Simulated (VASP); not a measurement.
# Ag2Pt (Fm-3m) in VASP: further runs, part 2 of 2

VASP 6.6.1. The steps go on from the part before.

### 4 Relaxation of cell and atoms, PBE

Input file INCAR:

```
  PREC = Accurate
  ENCUT = 600
  EDIFF = 1E-7
  ISMEAR = 0
  SIGMA = 0.1
  LREAL = False
  LASPH = True
  NELM = 60
  ALGO = Normal
  ISIF = 3
  LWAVE = False
  LCHARG = False
  GGA = PE
  IBRION = 2
  NSW = 90
  EDIFFG = -0.04
```

Input file KPOINTS:

```
regular mesh
0
Gamma
  6 6 6
```

Input file POSCAR:

```
Ag2Pt
1.0
    0.0000000000      2.9844080765      2.9844080765
    2.9844080765      0.0000000000      2.9844080765
    2.9844080765      2.9844080765      0.0000000000
Ag Pt
2 1
Direct
    0.2500000000      0.2500000000      0.2500000000
    0.7500000000      0.7500000000      0.7500000000
    0.0000000000      0.0000000000      0.0000000000
```

Potentials or basis: VASP PAW PBE potentials, release 64 (Ag, Pt).

Command:

```console
cat potpaw_PBE.64/Ag/POTCAR potpaw_PBE.64/Pt/POTCAR > POTCAR
mpirun -np 1 vasp_std > vasp.out
```

OUTCAR:

```text
PREC = Accurate
   ENCUT = 600
   EDIFF = 1E-7
   ISMEAR = 0
   LREAL = False
   LASPH = True
   NELM = 60
   ISIF = 3
   GGA = PE
   IBRION = 2
   NSW = 90
   EDIFFG = -0.04

 ion  position               nearest neighbor table
   1  0.250  0.250  0.250-   3 2.58   3 2.58   3 2.58   3 2.58   2 2.98   2 2.98   2 2.98   2 2.98
                             2 2.98   2 2.98
   2  0.750  0.750  0.750-   3 2.58   3 2.58   3 2.58   3 2.58   1 2.98   1 2.98   1 2.98   1 2.98
                             1 2.98   1 2.98
   3  0.000  0.000  0.000-   1 2.58   2 2.58   2 2.58   2 2.58   2 2.58   1 2.58   1 2.58   1 2.58

  LATTYP: Found a face centered cubic cell.
 ALAT       =     5.9688161530

  Lattice vectors:

 A1 = (   0.0000000000,   2.9844080765,   2.9844080765)
 A2 = (   2.9844080765,   0.0000000000,   2.9844080765)
 A3 = (   2.9844080765,   2.9844080765,   0.0000000000)

[... 209 lines left out ...]

 val. band max:        3.8968645471   @ k =  -0.3333   0.5000   0.1667
 cond. band min:       4.0855084270   @ k =  -0.3333   0.3333   0.1667
 fundamental gap:      0.1886438798
 Fermi energy:         3.9326193333

 k-point     1 :       0.0000    0.0000    0.0000
  band No.  band energies     occupation
      1      -1.5166      2.00000
      2      -0.2083      2.00000
      3      -0.2083      2.00000
      4       0.2186      2.00000
      5       0.2186      2.00000
      6       0.2186      2.00000
[... 430 lines left out ...]
--------------------------------------- Ionic step        4  -------------------------------------------

 number of electron      32.0000002 magnetization

 Free energy of the ion-electron system (eV)
  ---------------------------------------------------
  ext. energy  EPLUGINS =         0.00000000
  ---------------------------------------------------
  free energy    TOTEN  =       -10.42926002 eV

  energy without entropy =      -10.41896576  energy(sigma->0) =      -10.42411289

 E-fermi :   5.7310     XC(G=0): -11.0592

 val. band max:        5.5971108891   @ k =  -0.3333   0.3333   0.1667
 cond. band min:       5.7602639837   @ k =  -0.3333   0.3333   0.1667
 fundamental gap:      0.1631530945
 Fermi energy:         5.7309619220

 k-point     1 :       0.0000    0.0000    0.0000
  band No.  band energies     occupation
      1      -0.7449      2.00000
      2       0.7852      2.00000
      3       0.7852      2.00000
      4       1.4280      2.00000
      5       1.4280      2.00000
      6       1.4280      2.00000
[... 387 lines left out ...]
  FREE ENERGIE OF THE ION-ELECTRON SYSTEM (eV)
  ---------------------------------------------------
  free  energy   TOTEN  =       -10.4292600190 eV

  energy  without entropy=      -10.4189657643  energy(sigma->0) =      -10.42411289

 reached required accuracy - stopping structural energy minimisation
```

CONTCAR:

```text
Ag2Pt
   1.00000000000000
    -0.0000000000000000    3.1379334351572368    3.1379334351572368
     3.1379334351572368   -0.0000000000000000    3.1379334351572368
     3.1379334351572368    3.1379334351572368    0.0000000000000000
  Ag              Pt
     2     1
Direct
     0.2500000000000000    0.2500000000000000    0.2500000000000000
     0.7500000000000000    0.7500000000000000    0.7500000000000000
     0.0000000000000000    0.0000000000000000    0.0000000000000000

  0.00000000E+00  0.00000000E+00  0.00000000E+00
  0.00000000E+00  0.00000000E+00  0.00000000E+00
  0.00000000E+00  0.00000000E+00  0.00000000E+00
```

Wall time 38 s (1 thread of Intel Xeon 6975P-C (Granite Rapids), shared host); peak memory 0.22 GiB.

What came out:

```yaml
Free_energy: -10.4293 eV
Relaxed_volume: 20.60 Å³/atom
Relaxed_cell: a = 4.438 Å, b = 4.438 Å, c = 4.438 Å, α = 60.00°, β = 60.00°, γ = 60.00°
Space_group_after_relaxing_to_0.1_Å: Fm-3m (No. 225)
Energy_gained_by_relaxing: 158.4 meV/atom
Ionic_steps: 4
Pressure_after_relaxing: -0.1 GPa
Band_gap_on_the_k_mesh: zero (filled and empty bands overlap)
```

The path:
| step | energy change (eV) | largest force (eV/Å) | pressure (GPa) | volume (Å³) |
| --- | --- | --- | --- | --- |
| 1 | 0.0000 | 0.0000 | 20.93 | 53.16 |
| 2 | -0.0673 | 0.0000 | -9.58 | 73.04 |
| 3 | -0.4749 | 0.0000 | -0.37 | 61.98 |
| 4 | -0.4752 | 0.0000 | -0.09 | 61.80 |

Final structure:
```cif
data_structure
_symmetry_space_group_name_H-M 'P 1'
_symmetry_Int_Tables_number 1
_cell_length_a 4.4377
_cell_length_b 4.4377
_cell_length_c 4.4377
_cell_angle_alpha 60.000
_cell_angle_beta 60.000
_cell_angle_gamma 60.000
_cell_volume 61.80
loop_
_atom_site_label
_atom_site_type_symbol
_atom_site_fract_x
_atom_site_fract_y
_atom_site_fract_z
_atom_site_occupancy
Ag1 Ag 0.25000 0.25000 0.25000 1
Ag2 Ag 0.75000 0.75000 0.75000 1
Pt1 Pt 0.00000 0.00000 0.00000 1
```

Levels at points of the mesh, in eV from the Fermi level:
| k point | band 13 | band 14 | band 15 | band 16 | band 17 | band 18 | band 19 | band 20 |
| --- | --- | --- | --- | --- | --- | --- | --- | --- |
| (0.00, 0.00, 0.00) | -1.54 | -1.54 | -0.68 | -0.68 | 8.04 | 8.26 | 8.63 | 8.63 |
| (0.50, 0.00, 0.00) | -1.22 | -1.22 | -0.62 | -0.62 | 0.07 | 6.07 | 6.07 | 8.09 |
| (0.50, 0.50, 0.00) | -1.48 | -0.51 | -0.51 | -0.26 | 0.33 | 2.18 | 2.18 | 6.47 |

Caveat: the volume moved by over 15 % at a fixed basis, so the end points are rough; spin-orbit coupling is left out, which moves the levels of the heavy elements.

### 5 The runs side by side

```csv
task,cell,cutoff (eV),gap on the mesh (eV),pressure (GPa)
single point,"a = 4.221 Å, angles 60.0°, 3 atoms",520,none,20.9
single point,"a = 4.435 Å, angles 60.0°, 3 atoms",520,none,0.1
relaxation of cell and atoms,"relaxed from a = 4.221 Å, angles 60.0°, 3 atoms",600,none,-0.1
```

Alike in all rows: level PBE; potentials or basis VASP PAW PBE potentials, release 64 (Ag, Pt); no spin polarisation; k mesh 6 × 6 × 6; smearing gaussian 0.1 eV.

Caveats: spin-orbit coupling is left out, which moves the levels of the heavy elements; the cell stands under pressure (at least some runs); the volume moved by over 15 % at a fixed basis, so the end points are rough (at least some runs).

Absolute energies hang on the potentials; compare differences alone.
